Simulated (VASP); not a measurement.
Wanted: the native input for a VASP 6.6.1 run.

| Quantity | Value |
| --- | --- |
| Task | relaxation of cell and atoms |
| Functional | PBE |
| Dispersion | D3(BJ) |
| Potentials or basis | VASP PAW PBE potentials, release 64 (Li_sv) |
| Cutoff | 600 eV |
| k mesh | 20 × 20 × 20 |
| Occupations | fermi-dirac, width 0.15 eV |
| Spin | no spin polarisation |
| Dipole correction | no |
| Further INCAR settings | ALGO = Normal; EDIFF = 1e-06; IBRION = 2; EDIFFG = -0.001; NSW = 80; ISIF = 3 |

The structure of Li lies in POSCAR:

```
Li
1.0
    0.0000000000      2.0884826780      2.0884826780
    2.0884826780      0.0000000000      2.0884826780
    2.0884826780      2.0884826780      0.0000000000
Li
1
Direct
    0.0000000000      0.0000000000      0.0000000000
```

This isn't the form of Li at room conditions, which is bcc.

The input as run:

INCAR

```
PREC = Accurate
ENCUT = 600
EDIFF = 1E-6
ISMEAR = -1
SIGMA = 0.15
LREAL = F
LASPH = T
NELM = 100
ALGO = Normal
ISIF = 3
LWAVE = F
LCHARG = F
GGA = PE
IVDW = 12
IBRION = 2
NSW = 80
EDIFFG = -0.001
```

KPOINTS

```
regular mesh
0
Gamma
  20 20 20
```

Potentials or basis: VASP PAW PBE potentials, release 64 (Li_sv).

The run is started by

```console
$ cat potpaw_PBE.64/Li_sv/POTCAR > POTCAR
$ mpirun -np 1 vasp_std > vasp.out
```

It gave:

- Relaxed volume: 18.15 Å³/atom
- Relaxed cell: a = 2.950 Å, b = 2.950 Å, c = 2.950 Å, α = 60.00°, β = 60.00°, γ = 60.00°
- Space group after relaxing (to 0.1 Å): Fm-3m (No. 225)
- Energy gained by relaxing: 0.0 meV/atom
- Ionic steps: 3
- Pressure after relaxing: 0.0 GPa
- Band gap on the k mesh: zero (an odd number of electrons rules out a gap without spin polarisation)
- Dispersion energy per atom: -0.189 eV

Caveat: the cutoff is under 1.25 times the usual one of these potentials, so pressure, stress and relaxed cells hold a basis-set (Pulay) error.

It took 19 s on 1 thread of Intel(R) Xeon(R) Platinum 8375C CPU @ 2.90GHz (Ice Lake), with other jobs on the host, peak memory 0.15 GiB.
